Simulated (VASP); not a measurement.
As: single point with PBEsol

As:

```
CELL_PARAMETERS angstrom
4.13100 0.00000 0.00000
2.41839 3.34911 0.00000
2.41839 1.23667 3.11243
ATOMIC_POSITIONS crystal
As 0.22600 0.22600 0.22600
As 0.77400 0.77400 0.77400
```

```yaml
Program: VASP 6.6.1
Task: single point
Functional: PBEsol
Potentials_or_basis: VASP PAW PBE potentials, release 64 (As)
Cutoff: 520 eV
k_mesh: 9 × 9 × 9
Occupations: gaussian, width 0.02 eV
Spin: no spin polarisation
```

* Pressure: 0.7 GPa
* Largest force: 0.443 eV/Å
* Band gap on the k mesh: zero (band 5 reaches 5.33 eV, above the bottom of band 6 at 5.23 eV)

Forces on the atoms (eV/Å):
```
As   0.377  0.193  0.131
As  -0.377 -0.193 -0.131
```

Stress tensor (GPa, compression positive):
```
 0.44 -0.26 -0.18
-0.26  0.82 -0.09
-0.18 -0.09  0.89
```

Levels at points of the mesh, in eV from the Fermi level:
```tsv
k point	band 1	band 2	band 3	band 4	band 5	band 6	band 7	band 8	band 9	band 10
(0.00, 0.00, 0.00)	-15.05	-5.75	-2.45	-2.00	-2.00	1.59	2.92	2.92	6.86	6.86
```

Run time: 28 s on 1 thread of Intel Xeon 6975P-C (shared host), peak memory 0.19 GiB.

Caveat: the PAW data sets were made with another functional, which shifts forces and pressure a little.
